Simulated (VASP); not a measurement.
Sb: density of states with LDA

Crystal: Sb.

```
Sb
1.0
     0.00000    1.72704    1.72704
     1.72704    0.00000    1.72704
     1.72704    1.72704    0.00000
Sb
1
Direct
  0.00000 0.00000 0.00000
```

This cell differs from its parent crystal: volume scaled by 0.4.

* Program: VASP 6.6.1
* Task: density of states
* Functional: LDA
* Potentials or basis: VASP PAW LDA potentials, release 64 (Sb)
* Cutoff: 400 eV
* k mesh: 15 × 15 × 15
* Occupations: fermi-dirac, width 0.1 eV
* Spin: no spin polarisation
* Dipole correction: no
* k mesh for the DOS: 23 × 23 × 23
* Occupations for the DOS: tetrahedron
* Further INCAR settings: ALGO = Normal; EDIFF = 1e-06

- Valence electrons inside the program's atomic spheres: Sb 3.73

Levels at points of the mesh, in eV from the Fermi level:
```tsv
k point	band 1	band 2	band 3	band 4	band 5	band 6
(0.00, 0.00, 0.00)	-25.60	6.60	11.91	11.91	11.91	12.87
```

Run time: 8.1 s on 1 thread of Intel Xeon 6975P-C, with other jobs on the host, peak memory 0.12 GiB.

Caveat: spin-orbit coupling is left out, which moves the levels of the heavy elements.
